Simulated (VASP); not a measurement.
# TePb2S (P4/mmm) in VASP: further runs

TePb2S is run at these levels: LDA; tasks: single point.

All numbers are computed with VASP 6.6.1; they aren't measurements. Logs are shortened: lines on timing, memory, paths and dates and some standing lists are left out, and cuts for length are marked.

**1. The cell of the first run**

Symmetry: P4/mmm, No. 123, tetragonal system. Conventional cell: a = 4.352 Å, b = 4.352 Å, c = 6.177 Å, α = 90.00°, β = 90.00°, γ = 90.00°. Within 4.1 Å of Te (site symmetry 4/mmm) lie 6 Pb at 3.08 to 3.09 Å. Within 4.1 Å of Pb (site symmetry 4/mmm) lie 4 Te at 3.08 Å and 2 S at 3.09 Å. Within 4.1 Å of Pb (site symmetry 4/mmm) lie 4 S at 3.08 Å and 2 Te at 3.09 Å. S (site symmetry 4/mmm) has 6 Pb at 3.08 to 3.09 Å within 4.1 Å.

**2. Single point, LDA**

File INCAR:

```
SYSTEM = TePb2S
ALGO     = Normal         ! electronic algorithm
EDIFF    = 1E-6           ! SCF threshold, eV
ENCUT    = 500            ! plane-wave cutoff, eV
GGA      = CA             ! functional
GGA_COMPAT= .False.      
ISIF     = 2              ! what is computed and relaxed
ISMEAR   = 0              ! smearing method
LASPH    = .True.         ! aspherical terms in the spheres
LCHARG   = .True.         ! write CHGCAR
LELF     = .True.         ! ELF
LREAL    = .False.        ! projectors in reciprocal space
LVHAR    = .True.       
LWAVE    = .False.        ! write WAVECAR
NBANDS   = 28             ! bands
NELM     = 120            ! most SCF steps
PREC     = Accurate       ! precision mode
SIGMA    = 0.01           ! smearing width, eV
```

File KPOINTS:

```
k-points
0
Gamma
  4 4 4
  0 0 0
```

File POSCAR:

```
TePb2S
1.0
    4.3518428674      0.0000000000      0.0000000000
    0.0000000000      4.3518428674      0.0000000000
    0.0000000000      0.0000000000      6.1767686648
Te Pb S
1 2 1
Direct
    0.5000000000      0.5000000000      0.0000000000
    0.0000000000      0.0000000000      0.0000000000
    0.5000000000      0.5000000000      0.5000000000
    0.0000000000      0.0000000000      0.5000000000
```

Potentials or basis: VASP PAW LDA potentials, release 64 (Te, Pb_d, S).

Launch:

```
$ cat potpaw_LDA.64/Te/POTCAR potpaw_LDA.64/Pb_d/POTCAR potpaw_LDA.64/S/POTCAR > POTCAR
$ mpirun -np 1 vasp_std > vasp.out
```

OUTCAR:

```text
SYSTEM = TePb2S
   EDIFF = 1E-6
   ENCUT = 500
   GGA = CA
   ISIF = 2
   ISMEAR = 0
   LASPH = .True.
   LREAL = .False.
   NELM = 120
   PREC = Accurate

 ion  position               nearest neighbor table
   1  0.500  0.500  0.000-   2 3.08   2 3.08   2 3.08   2 3.08   3 3.09   3 3.09
   2  0.000  0.000  0.000-   1 3.08   1 3.08   1 3.08   1 3.08   4 3.09   4 3.09
   3  0.500  0.500  0.500-   4 3.08   4 3.08   4 3.08   4 3.08   1 3.09   1 3.09
   4  0.000  0.000  0.500-   3 3.08   3 3.08   3 3.08   3 3.08   2 3.09   2 3.09

  LATTYP: Found a simple tetragonal cell.
 ALAT       =     4.3518428674
 C/A-ratio  =     1.4193455171

  Lattice vectors:

 A1 = (   4.3518428674,   0.0000000000,   0.0000000000)
 A2 = (   0.0000000000,   4.3518428674,   0.0000000000)
 A3 = (   0.0000000000,   0.0000000000,   6.1767686648)

Analysis of symmetry for initial positions (statically):
=====================================================================
 Subroutine PRICEL returns:
 Original cell was already a primitive cell.

 Routine SETGRP: Setting up the symmetry group for a
 simple tetragonal supercell.

 Subroutine GETGRP returns: Found 16 space group operations
 (whereof 16 operations were pure point group operations)
 out of a pool of 16 trial point group operations.

The static configuration has the point symmetry D_4h.

Analysis of symmetry for dynamics (positions and initial velocities):
=====================================================================
 Subroutine PRICEL returns:
 Original cell was already a primitive cell.

 Routine SETGRP: Setting up the symmetry group for a
 simple tetragonal supercell.

 Subroutine GETGRP returns: Found 16 space group operations
 (whereof 16 operations were pure point group operations)
 out of a pool of 16 trial point group operations.

The dynamic configuration has the point symmetry D_4h.

 Subroutine INISYM returns: Found 16 space group operations
 (whereof 16 operations are pure point group operations),
 and found     1 'primitive' translations

----------------------------------------------------------------------------------------

                                     Primitive cell

  volume of cell :     116.9790

  direct lattice vectors                    reciprocal lattice vectors
     4.351842867  0.000000000  0.000000000     0.229787708  0.000000000  0.000000000
     0.000000000  4.351842867  0.000000000     0.000000000  0.229787708  0.000000000
     0.000000000  0.000000000  6.176768665     0.000000000  0.000000000  0.161896949

  length of vectors
     4.351842867  4.351842867  6.176768665     0.229787708  0.229787708  0.161896949

  position of ions in fractional coordinates (direct lattice)
     0.500000000  0.500000000  0.000000000
     0.000000000  0.000000000  0.000000000
     0.500000000  0.500000000  0.500000000
     0.000000000  0.000000000  0.500000000

  ion indices of the primitive-cell ions
   primitive index   ion index
                 1           1
                 2           2
                 3           3
                 4           4

----------------------------------------------------------------------------------------

 KPOINTS: k-points

Automatic generation of k-mesh.
 Grid dimensions read from file:
 generate k-points for:    4    4    4

 Generating k-lattice:

  Cartesian coordinates                     Fractional coordinates (reciprocal lattice)
     0.057446927  0.000000000  0.000000000     0.250000000  0.000000000  0.000000000
     0.000000000  0.057446927  0.000000000     0.000000000  0.250000000  0.000000000
     0.000000000  0.000000000  0.040474237     0.000000000  0.000000000  0.250000000

  Length of vectors
     0.057446927  0.057446927  0.040474237

  Shift w.r.t. Gamma in fractional coordinates (k-lattice)
     0.000000000  0.000000000  0.000000000

 Subroutine IBZKPT returns following result:
 ===========================================

 Found     18 irreducible k-points:

 Following reciprocal coordinates:
            Coordinates               Weight
  0.000000  0.000000  0.000000      1.000000
  0.250000  0.000000  0.000000      4.000000
  0.500000  0.000000  0.000000      2.000000
  0.250000  0.250000  0.000000      4.000000
  0.500000  0.250000  0.000000      4.000000
  0.500000  0.500000  0.000000      1.000000
[... 10 lines left out ...]
  0.500000  0.250000  0.500000      4.000000
  0.500000  0.500000  0.500000      1.000000
   k-points           NKPTS =     18   k-points in BZ     NKDIM =     18   number of bands    NBANDS=     28
   number of dos      NEDOS =    301   number of ions     NIONS =      4
   total plane-waves  NPLWV =  49152
   dimension x,y,z NGX =    32 NGY =   32 NGZ =   48
   dimension x,y,z NGXF=    64 NGYF=   64 NGZF=   96
   ions per type =               1   2   1
   NGX,Y,Z   is equivalent  to a cutoff of  12.22, 12.22, 12.92 a.u.
   NGXF,Y,Z  is equivalent  to a cutoff of  24.45, 24.45, 25.84 a.u.
 SYSTEM =  TePb2S
   PREC   = accura    normal or accurate (medium, high low for compatibility)
   ISTART =      0    job   : 0-new  1-cont  2-samecut
   ICHARG =      2    charge: 1-file 2-atom 10-const
   ISPIN  =      1    spin polarized calculation?
   LNONCOLLINEAR =      F non collinear calculations
   LSORBIT =      F    spin-orbit coupling
   LASPH  =      T    aspherical Exc in radial PAW
   ENCUT  =  500.0 eV  36.75 Ry    6.06 a.u.   7.93  7.93 11.26*2*pi/ulx,y,z
   NELM   =    120;   NELMIN=  2; NELMDL= -5     # of ELM steps
   EDIFF  = 0.1E-05   stopping-criterion for ELM
   LREAL  =      F    real-space projection
   EDIFFG = 0.1E-04   stopping-criterion for IOM
   NSW    =      0    number of steps for IOM
   IBRION =     -1    ionic relax: 0-MD 1-quasi-New 2-CG
   NFREE  =      0    steps in history (QN), initial steepest desc. (CG)
   ISIF   =      2    stress and relaxation
   ISYM   =      2    0-nonsym 1-usesym 2-fastsym
   POTIM  = 0.5000    time-step for ionic-motion
   TEBEG  =    0.0;   TEEND  =   0.0 temperature during run
   PSTRESS=    0.0 pullay stress
   NELECT =      40.0000    total number of electrons
   NUPDOWN=      -1.0000    fix difference up-down
   EMIN   =  10.00;   EMAX   =-10.00  energy-range for DOS
   EFERMI =   0.00;   METHOD = LEGACY
   ISMEAR =     0;   SIGMA  =   0.01  broadening in eV -4-tet -1-fermi 0-gaus
   EFERMI_NEDOS =   21; number of points for ismear=-14 and -15
   IALGO  =     38    algorithm
   IMIX   =      4    mixing-type and parameters
     AMIX     =   0.40;   BMIX     =  1.00
     AMIX_MAG =   1.60;   BMIX_MAG =  1.00
  volume/ion in A,a.u.               =      29.24       197.35
  Fermi-wavevector in a.u.,A,eV,Ry     =   1.144789  2.163338 17.831015  1.310543
  Thomas-Fermi vector in A             =   2.281480
   LORBIT       =      0    0 simple, 1 ext, 2 COOP (PROOUT), +10 PAW based schemes
   GGA     = CA    functional components
   LHFCALC =     F    Hartree Fock is set to
   AEXX    =    0.0000 exact exchange contribution
   IVDW    =     0    specifies the selected vdW correction
   LEPSILON=     F    determine dielectric tensor
   LRPA    =     F    only Hartree local field effects (RPA)
 non-spin polarized calculation
 Gauss-broadening in eV      SIGMA  =   0.01
  energy-cutoff  :      500.00
  volume of cell :      116.98
 maximum number of plane-waves:      3000
 NGX is ok and might be reduce to    32
   NGX = 15   NGY = 15   NGZ = 23

 number of electron      39.9999990 magnetization

 Free energy of the ion-electron system (eV)
  ---------------------------------------------------
  ext. energy  EPLUGINS =         0.00000000
  ---------------------------------------------------
  free energy    TOTEN  =       -18.39778445 eV

  energy without entropy =      -18.39778445  energy(sigma->0) =      -18.39778445

 E-fermi :   5.8331     XC(G=0):  -9.8759

 val. band max:        5.7797632063   @ k =   0.5000   0.0000   0.5000
 cond. band min:       5.9376508422   @ k =   0.5000   0.0000   0.5000
 fundamental gap:      0.1578876359
 Fermi energy:         5.8330718200

 k-point     1 :       0.0000    0.0000    0.0000
  band No.  band energies     occupation
      1     -11.1284      2.00000
      2     -11.0897      2.00000
      3     -11.0817      2.00000
      4     -11.0246      2.00000
      5     -11.0246      2.00000
      6     -11.0053      2.00000
[... 20 lines left out ...]
     27      11.9433      0.00000
     28      11.9776      0.00000

 k-point     2 :       0.2500    0.0000    0.0000
  band No.  band energies     occupation
      1     -11.1064      2.00000
      2     -11.1011      2.00000
      3     -11.0664      2.00000
      4     -11.0283      2.00000
      5     -11.0216      2.00000
      6     -11.0077      2.00000
[... 20 lines left out ...]
     27      11.6525      0.00000
     28      11.9144      0.00000

 k-point     3 :       0.5000    0.0000    0.0000
  band No.  band energies     occupation
      1     -11.1229      2.00000
      2     -11.0774      2.00000
      3     -11.0366      2.00000
      4     -11.0319      2.00000
      5     -11.0223      2.00000
      6     -11.0184      2.00000
[... 20 lines left out ...]
     27      13.1462      0.00000
     28      13.3120      0.00000

 k-point     4 :       0.2500    0.2500    0.0000
  band No.  band energies     occupation
      1     -11.1453      2.00000
      2     -11.0740      2.00000
      3     -11.0541      2.00000
      4     -11.0316      2.00000
      5     -11.0254      2.00000
      6     -11.0021      2.00000
[... 20 lines left out ...]
     27      11.3381      0.00000
     28      13.1262      0.00000

 k-point     5 :       0.5000    0.2500    0.0000
  band No.  band energies     occupation
      1     -11.1741      2.00000
      2     -11.0619      2.00000
      3     -11.0355      2.00000
      4     -11.0354      2.00000
      5     -11.0293      2.00000
      6     -11.0001      2.00000
[... 20 lines left out ...]
     27      11.1535      0.00000
     28      12.0038      0.00000

 k-point     6 :       0.5000    0.5000    0.0000
  band No.  band energies     occupation
      1     -11.2167      2.00000
      2     -11.0613      2.00000
      3     -11.0388      2.00000
      4     -11.0388      2.00000
      5     -11.0238      2.00000
      6     -10.9862      2.00000
[... 277 lines left out ...]
      5     -11.0225      2.00000
      6     -11.0012      2.00000
[... 20 lines left out ...]
     27      13.7920      0.00000
     28      14.3516      0.00000

 k-point    16 :       0.2500    0.2500    0.5000
  band No.  band energies     occupation
      1     -11.1351      2.00000
      2     -11.0543      2.00000
      3     -11.0522      2.00000
      4     -11.0334      2.00000
      5     -11.0246      2.00000
      6     -11.0027      2.00000
[... 20 lines left out ...]
     27      13.0721      0.00000
     28      13.3872      0.00000

 k-point    17 :       0.5000    0.2500    0.5000
  band No.  band energies     occupation
      1     -11.1609      2.00000
      2     -11.0496      2.00000
      3     -11.0350      2.00000
      4     -11.0298      2.00000
      5     -11.0264      2.00000
      6     -10.9973      2.00000
[... 20 lines left out ...]
     27      12.9976      0.00000
     28      13.0145      0.00000

 k-point    18 :       0.5000    0.5000    0.5000
  band No.  band energies     occupation
      1     -11.1954      2.00000
      2     -11.0292      2.00000
      3     -11.0291      2.00000
      4     -11.0291      2.00000
      5     -11.0238      2.00000
      6     -10.9952      2.00000
[... 20 lines left out ...]
     27      13.0073      0.00000
     28      13.0073      0.00000

------------------------ aborting loop because EDIFF is reached ----------------------------------------

  FORCE on cell =-STRESS in cart. coord.  units (eV):
  Direction    XX          YY          ZZ          XY          YZ          ZX
  --------------------------------------------------------------------------------------
  -------------------------------------------------------------------------------------
  Total       -0.4523710     -0.4523710     -0.5264138      0.0000000      0.0000000      0.0000000
  in kB       -6.1958035     -6.1958035     -7.2099142      0.0000000      0.0000000      0.0000000
  external PRESSURE =      -6.5338404 kB  Pullay stress =       0.0000000 kB

 VOLUME and BASIS-vectors are now :
 -----------------------------------------------------------------------------
  energy-cutoff  :      500.00
  volume of cell :      116.98
      direct lattice vectors                 reciprocal lattice vectors
     4.351842867  0.000000000  0.000000000     0.229787708  0.000000000  0.000000000
     0.000000000  4.351842867  0.000000000     0.000000000  0.229787708  0.000000000
     0.000000000  0.000000000  6.176768665     0.000000000  0.000000000  0.161896949

 POSITION                                       TOTAL-FORCE (eV/Angst)
 -----------------------------------------------------------------------------------
      2.17592      2.17592      0.00000         0.000000      0.000000      0.000000
      0.00000      0.00000      0.00000         0.000000      0.000000      0.000000
      2.17592      2.17592      3.08838         0.000000      0.000000      0.000000
      0.00000      0.00000      3.08838         0.000000      0.000000      0.000000
 -----------------------------------------------------------------------------------
    total drift:                                0.000000      0.000000     -0.000000

  FREE ENERGIE OF THE ION-ELECTRON SYSTEM (eV)
  ---------------------------------------------------
  free  energy   TOTEN  =       -18.3977844515 eV

  energy  without entropy=      -18.3977844515  energy(sigma->0) =      -18.39778445
```

Run time: 74 s. Hardware: 1 thread of Intel Xeon 8259CL, shared host; peak memory 0.21 GiB.

Results:

```yaml
Free_energy: -18.3978 eV
Pressure: -0.7 GPa
Band_gap_on_the_k_mesh: 0.16 eV
```

Caveat: spin-orbit coupling is left out, which moves the levels of the heavy elements. A k mesh can miss the band edges.

(Part 1 of 2 ends here.)
